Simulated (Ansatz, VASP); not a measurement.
TiAl: VASP beside Ansatz

File INCAR:

```
  PREC = Accurate
  ENCUT = 600
  EDIFF = 1E-6
  ISMEAR = 0
  SIGMA = 0.1
  LREAL = F
  LASPH = T
  NELM = 80
  ALGO = Normal
  ISIF = 3
  LWAVE = F
  LCHARG = F
  GGA = PE
  IVDW = 12
  IBRION = 2
  NSW = 100
  EDIFFG = -0.002
```

KPOINTS

```
Automatic mesh
0
Gamma
  14 14 10
```

The input POSCAR:

```
TiAl
1.0
    2.8107518100      0.0000000000      0.0000000000
    0.0000000000      2.8107518100      0.0000000000
    0.0000000000      0.0000000000      4.0664219200
Ti Al
1 1
Direct
    0.5000000000      0.5000000000      0.5000000000
    0.0000000000      0.0000000000      0.0000000000
```

Input for Ansatz:

```yaml
crystal:
  lattice:
    - [2.81075181, 0.0, 0.0]
    - [0.0, 2.81075181, 0.0]
    - [0.0, 0.0, 4.06642192]
  atoms:
    - { symbol: Ti, position: [0.5, 0.5, 0.5] }
    - { symbol: Al, position: [0.0, 0.0, 0.0] }
basis:
  ecutwfc: 420
kpoints:
  mp_grid: { grid: [14, 14, 10] }
hamiltonian:
  xc: pbe
  dispersion: d3bj
  pseudopotentials: { kind: paw, azcp: { folder: soft_1 } }
scf:
  occupations: { method: gaussian, width: 0.1 }
output:
  forces: true
  stress: true
  eigenvalues: true
  write_density: true
  write_potential: true
  elf: true
  volumetric_format: npy
relax:
  adjacent_minimum: "off"
  f_tol: 0.002
  max_steps: 80
  cell: { stress_tol: 0.02 }
```

Alike in both runs: task relaxation of cell and atoms; functional PBE; dispersion D3(BJ); k mesh 14 × 14 × 10; occupations gaussian, width 0.1 eV; no spin polarisation.

|  | VASP | Ansatz |
| --- | --- | --- |
| version | VASP 6.6.1 | Ansatz 0.2.0 |
| potentials or method | VASP PAW PBE potentials, release 64 (Ti_sv, Al), cutoff 600 eV | scalar-relativistic, plane waves, PAW |
| valence electrons in the cell | 15 | 15 |

Ansatz gave:

| Item | Value |
| --- | --- |
| gap on the k mesh at the Fermi level, each at its own relaxed structure (eV) | none |
| relaxed volume (Å³/atom) | 15.54 |
| relaxed cell length with the largest relative difference (Å) | 2.781 |

Question: Estimate VASP's values.

Answer: gap on the k mesh at the Fermi level, each at its own relaxed structure (eV): none; relaxed volume (Å³/atom): 15.53; relaxed cell length with the largest relative difference (Å): 2.781.

A gap of «none» marks a metal or a gap that the smearing closes.
